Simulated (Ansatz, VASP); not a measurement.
# Al3Ni2Pd in VASP and in Ansatz

The input INCAR:

```
SYSTEM = Al3Ni2Pd
ALGO = Normal
EDIFF = 1E-6
ENCUT = 520
GGA = PE
ISIF = 2
ISMEAR = 0
LASPH = .TRUE.
LCHARG = .FALSE.
LREAL = .FALSE.
LWAVE = .FALSE.
NBANDS = 28
NELM = 100
PREC = Accurate
SIGMA = 0.1
```

Contents of KPOINTS:

```
k-points
0
G
  6 6 4
  0 0 0
```

Contents of POSCAR:

```
Al3Ni2Pd
1.0
    4.1802304000      0.0000000000      0.0000000000
   -2.0901152000      3.6201857000      0.0000000000
    0.0000000000      0.0000000000      5.1489881000
Al Ni Pd
3 2 1
Direct
    0.3333333000      0.6666667000      0.1825060000
    0.6666667000      0.3333333000      0.8174940000
    0.0000000000      0.0000000000      0.5000000000
    0.3333333000      0.6666667000      0.6660000000
    0.6666667000      0.3333333000      0.3340000000
    0.0000000000      0.0000000000      0.0000000000
```

Input for Ansatz:

```yaml
crystal:
  lattice:
    - [4.1802304, 0.0, 0.0]
    - [-2.0901152, 3.6201857, 0.0]
    - [0.0, 0.0, 5.1489881]
  atoms:
    - { symbol: Al, position: [0.3333333, 0.6666667, 0.182506] }
    - { symbol: Al, position: [0.6666667, 0.3333333, 0.817494] }
    - { symbol: Al, position: [0.0, 0.0, 0.5] }
    - { symbol: Ni, position: [0.3333333, 0.6666667, 0.666] }
    - { symbol: Ni, position: [0.6666667, 0.3333333, 0.334] }
    - { symbol: Pd, position: [0.0, 0.0, 0.0] }
basis:
  ecutwfc: 420
kpoints:
  mp_grid: { grid: [6, 6, 4] }
hamiltonian:
  xc: pbe
scf:
  occupations: { method: gaussian, width: 0.1 }
  lower_state_search: "off"
output:
  forces: true
  stress: true
  eigenvalues: true
```

Alike in both runs: task single point; functional PBE; k mesh 6 × 6 × 4; occupations gaussian, width 0.1 eV; no spin polarisation.

|  | VASP | Ansatz |
| --- | --- | --- |
| version | VASP 6.6.1 | Ansatz 0.2.0 |
| potentials or method | VASP PAW PBE potentials, release 64 (Al, Ni, Pd), cutoff 520 eV | scalar-relativistic, plane waves, PAW |
| valence electrons in the cell | 39 | 63 |

VASP gave:

```
gap on the k mesh at the Fermi level (eV)                     : none
pressure (GPa)                                                : 0.2
traceless stress, the component that is largest in VASP (GPa) : -0.12
rms of the force components (eV/Å)                            : 0.005
```

Question: Which values does Ansatz return?

Answer: gap on the k mesh at the Fermi level (eV): none; pressure (GPa): 0.1; traceless stress, the component that is largest in VASP (GPa): -0.06; rms of the force components (eV/Å): 0.003.

Atom by atom the forces differ by 0.003 eV/Å (rms over components). A gap of «none» marks a metal or a gap that the smearing closes. The functional is the same, so the differences come from potentials, cutoffs and numerics. VASP's potentials hold 39 valence electrons a cell and Ansatz's 63, so a difference there can come from the potentials and not from the codes.
